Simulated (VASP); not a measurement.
# LiH (Fm-3m) in VASP: a series of runs

LiH is run at these levels: LDA; tasks: single point.

Program: VASP 6.6.1. These are calculated values, not measurements. Logs are shortened: lines on timing, memory, paths and dates and some standing lists are left out, and cuts for length are marked.

### 1 The cell of the first run

The structure is cubic, space group Fm-3m (No. 225). The conventional cell has a = 4.018 Å, b = 4.018 Å, c = 4.018 Å, α = 90.00°, β = 90.00°, γ = 90.00°. Within 2.7 Å of Li (site symmetry m-3m) lie 6 H at 2.01 Å. Within 2.7 Å of H (site symmetry m-3m) lie 6 Li at 2.01 Å.

### 2 Single point, LDA (volume scaled by 0.96)

INCAR

```
SYSTEM = LiH
PREC     = Accurate       ! precision mode
ENCUT    = 520            ! plane-wave cutoff, eV
EDIFF    = 1E-6           ! SCF threshold, eV
ISMEAR   = -1             ! smearing method
SIGMA    = 0.05           ! smearing width, eV
LREAL    = .FALSE.        ! projectors in reciprocal space
LASPH    = .TRUE.         ! aspherical terms in the spheres
NELM     = 80             ! most SCF steps
ALGO     = Normal         ! electronic algorithm
ISIF     = 2              ! what is computed and relaxed
LWAVE    = .FALSE.        ! write WAVECAR
LCHARG   = .TRUE.         ! write CHGCAR
LELF     = .TRUE.         ! ELF
LVHAR    = .TRUE.       
NBANDS   = 9              ! bands
```

KPOINTS

```
regular mesh
0
G
  11 11 11
  0 0 0
```

POSCAR

```
LiH
1.0
    0.0000000000      2.0092229770      2.0092229770
    2.0092229770      0.0000000000      2.0092229770
    2.0092229770      2.0092229770      0.0000000000
Li H
1 1
Direct
    0.0000000000      0.0000000000      0.0000000000
    0.5000000000      0.5000000000      0.5000000000
```

Potentials or basis: VASP PAW LDA potentials, release 64 (Li_sv, H).

Run with:

```console
> cat potpaw_LDA.64/Li_sv/POTCAR potpaw_LDA.64/H/POTCAR > POTCAR
> mpirun -np 1 vasp_std > vasp.out
```

OUTCAR:

```text
SYSTEM = LiH
   PREC = Accurate
   ENCUT = 520
   EDIFF = 1E-6
   ISMEAR = -1
   LREAL = .FALSE.
   LASPH = .TRUE.
   NELM = 80
   ISIF = 2

 ion  position               nearest neighbor table
   1  0.000  0.000  0.000-
   2  0.500  0.500  0.500-

  LATTYP: Found a face centered cubic cell.
 ALAT       =     4.0184459540

  Lattice vectors:

 A1 = (   0.0000000000,   2.0092229770,   2.0092229770)
 A2 = (   2.0092229770,   0.0000000000,   2.0092229770)
 A3 = (   2.0092229770,   2.0092229770,   0.0000000000)

Analysis of symmetry for initial positions (statically):
=====================================================================
 Subroutine PRICEL returns:
 Original cell was already a primitive cell.

 Routine SETGRP: Setting up the symmetry group for a
 face centered cubic supercell.

 Subroutine GETGRP returns: Found 48 space group operations
 (whereof 48 operations were pure point group operations)
 out of a pool of 48 trial point group operations.

The static configuration has the point symmetry O_h .

Analysis of symmetry for dynamics (positions and initial velocities):
=====================================================================
 Subroutine PRICEL returns:
 Original cell was already a primitive cell.

 Routine SETGRP: Setting up the symmetry group for a
 face centered cubic supercell.

 Subroutine GETGRP returns: Found 48 space group operations
 (whereof 48 operations were pure point group operations)
 out of a pool of 48 trial point group operations.

The dynamic configuration has the point symmetry O_h .

 Subroutine INISYM returns: Found 48 space group operations
 (whereof 48 operations are pure point group operations),
 and found     1 'primitive' translations

----------------------------------------------------------------------------------------

                                     Primitive cell

  volume of cell :      16.2224

  direct lattice vectors                    reciprocal lattice vectors
     0.000000000  2.009222977  2.009222977    -0.248852420  0.248852420  0.248852420
     2.009222977  0.000000000  2.009222977     0.248852420 -0.248852420  0.248852420
     2.009222977  2.009222977  0.000000000     0.248852420  0.248852420 -0.248852420

  length of vectors
     2.841470384  2.841470384  2.841470384     0.431025035  0.431025035  0.431025035

  position of ions in fractional coordinates (direct lattice)
[... 83 lines left out ...]
   IBRION =     -1    ionic relax: 0-MD 1-quasi-New 2-CG
   NFREE  =      0    steps in history (QN), initial steepest desc. (CG)
   ISIF   =      2    stress and relaxation
   ISYM   =      2    0-nonsym 1-usesym 2-fastsym
   POTIM  = 0.5000    time-step for ionic-motion
   TEBEG  =    0.0;   TEEND  =   0.0 temperature during run
   PSTRESS=    0.0 pullay stress
   NELECT =       4.0000    total number of electrons
   NUPDOWN=      -1.0000    fix difference up-down
   EMIN   =  10.00;   EMAX   =-10.00  energy-range for DOS
   EFERMI =   0.00;   METHOD = LEGACY
   ISMEAR =    -1;   SIGMA  =   0.05  broadening in eV -4-tet -1-fermi 0-gaus
   EFERMI_NEDOS =   21; number of points for ismear=-14 and -15
   IALGO  =     38    algorithm
   IMIX   =      4    mixing-type and parameters
     AMIX     =   0.40;   BMIX     =  1.00
     AMIX_MAG =   1.60;   BMIX_MAG =  1.00
  volume/ion in A,a.u.               =       8.11        54.74
  Fermi-wavevector in a.u.,A,eV,Ry     =   1.026573  1.939943 14.338541  1.053853
  Thomas-Fermi vector in A             =   2.160473
   LORBIT       =      0    0 simple, 1 ext, 2 COOP (PROOUT), +10 PAW based schemes
   GGA     = CA    functional components
   LHFCALC =     F    Hartree Fock is set to
   AEXX    =    0.0000 exact exchange contribution
   IVDW    =     0    specifies the selected vdW correction
   LEPSILON=     F    determine dielectric tensor
   LRPA    =     F    only Hartree local field effects (RPA)
 non-spin polarized calculation
  energy-cutoff  :      520.00
  volume of cell :       16.22
 maximum number of plane-waves:       448
 NGX is ok and might be reduce to    24
   NGX = 11   NGY = 11   NGZ = 11

 number of electron       3.9999995 magnetization

 Free energy of the ion-electron system (eV)
  ---------------------------------------------------
  ext. energy  EPLUGINS =         0.00000000
  ---------------------------------------------------
  free energy    TOTEN  =        -6.48409301 eV

  energy without entropy =       -6.48409301  energy(sigma->0) =       -6.48409301

 E-fermi :   1.0906     XC(G=0):  -8.7823

 val. band max:        0.1215899706   @ k =  -0.4545   0.4545   0.0000
 cond. band min:       2.9338611151   @ k =  -0.4545   0.4545   0.0000
 fundamental gap:      2.8122711445
 Fermi energy:         1.0906002668

 k-point     1 :       0.0000    0.0000    0.0000
  band No.  band energies     occupation
      1     -43.3034      2.00000
      2      -5.3592      2.00000
      3      16.2046      0.00000
      4      17.4984      0.00000
      5      17.4984      0.00000
      6      17.4984      0.00000
      7      22.3182      0.00000
      8      22.3182      0.00000
      9      22.3182      0.00000
[... 265 lines left out ...]
 k-point    24 :      -0.1818    0.1818    0.0000
  band No.  band energies     occupation
      1     -43.2697      2.00000
      2      -3.8513      2.00000
      3      10.0789      0.00000
      4      10.2128      0.00000
      5      15.9221      0.00000
      6      17.2070      0.00000
      7      21.3139      0.00000
      8      23.1160      0.00000
      9      24.7768      0.00000

 [... further k-points ...]

------------------------ aborting loop because EDIFF is reached ----------------------------------------

  FORCE on cell =-STRESS in cart. coord.  units (eV):
  Direction    XX          YY          ZZ          XY          YZ          ZX
  --------------------------------------------------------------------------------------
  -------------------------------------------------------------------------------------
  Total       -0.3163946     -0.3163946     -0.3163946     -0.0000000      0.0000000     -0.0000000
  in kB      -31.2482202    -31.2482202    -31.2482202     -0.0000000      0.0000000     -0.0000000
  external PRESSURE =     -31.2482202 kB  Pullay stress =       0.0000000 kB

 VOLUME and BASIS-vectors are now :
 -----------------------------------------------------------------------------
  energy-cutoff  :      520.00
  volume of cell :       16.22
      direct lattice vectors                 reciprocal lattice vectors
     0.000000000  2.009222977  2.009222977    -0.248852420  0.248852420  0.248852420
     2.009222977  0.000000000  2.009222977     0.248852420 -0.248852420  0.248852420
     2.009222977  2.009222977  0.000000000     0.248852420  0.248852420 -0.248852420

 POSITION                                       TOTAL-FORCE (eV/Angst)
 -----------------------------------------------------------------------------------
      0.00000      0.00000      0.00000         0.000000      0.000000      0.000000
      2.00922      2.00922      2.00922        -0.000000     -0.000000      0.000000
 -----------------------------------------------------------------------------------
    total drift:                                0.000000     -0.000000     -0.000000

  FREE ENERGIE OF THE ION-ELECTRON SYSTEM (eV)
  ---------------------------------------------------
  free  energy   TOTEN  =        -6.4840930099 eV

  energy  without entropy=       -6.4840930098  energy(sigma->0) =       -6.48409301
```

OSZICAR:

```text
N       E                     dE             d eps       ncg     rms          rms(c)
DAV:   1    -0.253043302710E+01   -0.25304E+01   -0.15079E+03  1040   0.395E+02
DAV:   2    -0.667470668485E+01   -0.41443E+01   -0.41147E+01  1365   0.512E+01
DAV:   3    -0.673708204077E+01   -0.62375E-01   -0.62348E-01  1216   0.531E+00
DAV:   4    -0.673736415439E+01   -0.28211E-03   -0.28207E-03  1420   0.340E-01
DAV:   5    -0.673736484365E+01   -0.68926E-06   -0.68927E-06  1234   0.127E-02    0.279E+00
DAV:   6    -0.654671022038E+01    0.19065E+00   -0.16890E-01  1113   0.118E+00    0.137E+00
DAV:   7    -0.648338836467E+01    0.63322E-01   -0.19715E-01  1260   0.141E+00    0.201E-01
DAV:   8    -0.648415288183E+01   -0.76452E-03   -0.36532E-03  1125   0.413E-01    0.450E-02
DAV:   9    -0.648409292384E+01    0.59958E-04   -0.20341E-04  1291   0.528E-02    0.532E-03
DAV:  10    -0.648409300985E+01   -0.86011E-07   -0.52836E-06  1194   0.170E-02
   1 F= -.64840930E+01 E0= -.64840930E+01  d E =-.757972E-10
```

stdout:

```text
POSCAR found type information on POSCAR LiH
 POSCAR found :  2 types and       2 ions
 scaLAPACK will be used
 LDA part: xc-table for (Slater(with rela. corr.)+CA(PZ))
 , standard interpolation
 POSCAR, INCAR and KPOINTS ok, starting setup
 FFT: planning ... GRIDC
 FFT: planning ... GRID_SOFT
 FFT: planning ... GRID
 WAVECAR not read
 entering main loop
```

It took 6.1 s on 1 thread of Intel Xeon Platinum 8175M at 2.50GHz (Skylake/Cascade Lake), shared host; peak memory 0.12 GiB.

Results:

```yaml
Free_energy: -6.4841 eV
Band_gap_on_the_k_mesh: 2.81 eV, direct
```

Caveat: the cutoff is under 1.25 times the usual one of these potentials, so pressure, stress and relaxed cells hold a basis-set (Pulay) error. A k mesh can miss the band edges.

### 3 Single point, LDA (volume scaled by 0.98)

INCAR

```
PREC = Accurate
ENCUT = 520
EDIFF = 1E-6
ISMEAR = -1
SIGMA = 0.05
LREAL = False
LASPH = True
NELM = 100
ALGO = Normal
ISIF = 2
LWAVE = False
LCHARG = True
LELF = True
LVHAR = True
NBANDS = 9
```

KPOINTS

```
regular mesh
0
Gamma
  11 11 11
```

POSCAR

```
LiH
1.0
    0.0000000000      2.0230801250      2.0230801250
    2.0230801250      0.0000000000      2.0230801250
    2.0230801250      2.0230801250      0.0000000000
Li H
1 1
Direct
    0.0000000000      0.0000000000      0.0000000000
    0.5000000000      0.5000000000      0.5000000000
```

Potentials or basis: VASP PAW LDA potentials, release 64 (Li_sv, H).

Run with:

```console
> cat potpaw_LDA.64/Li_sv/POTCAR potpaw_LDA.64/H/POTCAR > POTCAR
> mpirun -np 1 vasp_std > vasp.out
```

OUTCAR:

```text
PREC = Accurate
   ENCUT = 520
   EDIFF = 1E-6
   ISMEAR = -1
   LREAL = False
   LASPH = True
   NELM = 100
   ISIF = 2

 ion  position               nearest neighbor table
   1  0.000  0.000  0.000-
   2  0.500  0.500  0.500-

  LATTYP: Found a face centered cubic cell.
 ALAT       =     4.0461602500

  Lattice vectors:

 A1 = (   0.0000000000,   2.0230801250,   2.0230801250)
 A2 = (   2.0230801250,   0.0000000000,   2.0230801250)
 A3 = (   2.0230801250,   2.0230801250,   0.0000000000)

Analysis of symmetry for initial positions (statically):
=====================================================================
 Subroutine PRICEL returns:
 Original cell was already a primitive cell.

 Routine SETGRP: Setting up the symmetry group for a
 face centered cubic supercell.

 Subroutine GETGRP returns: Found 48 space group operations
 (whereof 48 operations were pure point group operations)
 out of a pool of 48 trial point group operations.

The static configuration has the point symmetry O_h .

Analysis of symmetry for dynamics (positions and initial velocities):
[... 167 lines left out ...]
  band No.  band energies     occupation
      1     -43.4184      2.00000
      2      -5.3796      2.00000
      3      15.8312      0.00000
      4      17.1976      0.00000
      5      17.1976      0.00000
      6      17.1976      0.00000
      7      21.9773      0.00000
      8      21.9773      0.00000
      9      21.9773      0.00000
[... 265 lines left out ...]
 k-point    24 :      -0.1818    0.1818    0.0000
  band No.  band energies     occupation
      1     -43.3870      2.00000
      2      -3.8829      2.00000
      3       9.8967      0.00000
      4       9.9792      0.00000
      5      15.6258      0.00000
      6      16.9130      0.00000
      7      20.9755      0.00000
      8      22.7540      0.00000
      9      24.4025      0.00000

 [... further k-points ...]

------------------------ aborting loop because EDIFF is reached ----------------------------------------

  FORCE on cell =-STRESS in cart. coord.  units (eV):
  Direction    XX          YY          ZZ          XY          YZ          ZX
  --------------------------------------------------------------------------------------
  -------------------------------------------------------------------------------------
  Total       -0.3842687     -0.3842687     -0.3842687      0.0000000     -0.0000000     -0.0000000
  in kB      -37.1771726    -37.1771726    -37.1771726      0.0000000     -0.0000000     -0.0000000
  external PRESSURE =     -37.1771726 kB  Pullay stress =       0.0000000 kB

 VOLUME and BASIS-vectors are now :
 -----------------------------------------------------------------------------
  energy-cutoff  :      520.00
  volume of cell :       16.56
      direct lattice vectors                 reciprocal lattice vectors
     0.000000000  2.023080125  2.023080125    -0.247147898  0.247147898  0.247147898
     2.023080125  0.000000000  2.023080125     0.247147898 -0.247147898  0.247147898
     2.023080125  2.023080125  0.000000000     0.247147898  0.247147898 -0.247147898

 POSITION                                       TOTAL-FORCE (eV/Angst)
 -----------------------------------------------------------------------------------
      0.00000      0.00000      0.00000        -0.000000     -0.000000     -0.000000
      2.02308      2.02308      2.02308         0.000000      0.000000      0.000000
 -----------------------------------------------------------------------------------
    total drift:                                0.000000     -0.000000     -0.000000

  FREE ENERGIE OF THE ION-ELECTRON SYSTEM (eV)
  ---------------------------------------------------
  free  energy   TOTEN  =        -6.4773559899 eV

  energy  without entropy=       -6.4773559899  energy(sigma->0) =       -6.47735599
```

It took 5.6 s on 1 thread of Intel Xeon Platinum 8175M at 2.50GHz (Skylake/Cascade Lake), shared host; peak memory 0.12 GiB.

What came out:

```yaml
Free_energy: -6.4774 eV
Band_gap_on_the_k_mesh: 2.83 eV, direct
```

Levels at points of the mesh, in eV from the valence-band top:
| k point | band 1 | band 2 | band 3 | band 4 | band 5 |
| --- | --- | --- | --- | --- | --- |
| (0.00, 0.00, 0.00) | -43.44 | -5.41 | 15.81 | 17.17 | 17.17 |

Caveat: the cutoff is under 1.25 times the usual one of these potentials, so pressure, stress and relaxed cells hold a basis-set (Pulay) error. A k mesh can miss the band edges.

[end of part 1 of 2]
